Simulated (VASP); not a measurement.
Here is a VASP 6.6.1 calculation.

File INCAR:

```
SYSTEM = Mg
ALGO = Normal
EDIFF = 1E-6
ENCUT = 520
ISIF = 2
ISMEAR = 0
LASPH = .TRUE.
LCHARG = .FALSE.
LREAL = .FALSE.
LWAVE = .FALSE.
NBANDS = 9
NELM = 100
PREC = Accurate
SIGMA = 0.1
```

KPOINTS

```
k-points
0
G
  18 18 8
  0 0 0
```

The input POSCAR:

```
Mg
1.0
    3.1447648707     -0.0000000029      0.0000000000
   -1.5723824329      2.7234462684      0.0000000000
    0.0000000000      0.0000000000      5.0427913250
Mg
2
Direct
    0.3333333333      0.6666666667      0.2500000000
    0.6666666667      0.3333333333      0.7500000000
```

Potentials or basis: VASP PAW LDA potentials, release 64 (Mg).

Command:

```sh
$ cat potpaw_LDA.64/Mg/POTCAR > POTCAR
$ mpirun -np 1 vasp_std > vasp.out
```

(1) Predict the pressure.

(2) Predict the band gap on the k mesh.

Answers

(1) -0.3 GPa.

(2) zero (band 2 reaches 3.84 eV, above the bottom of band 3 at 1.64 eV).
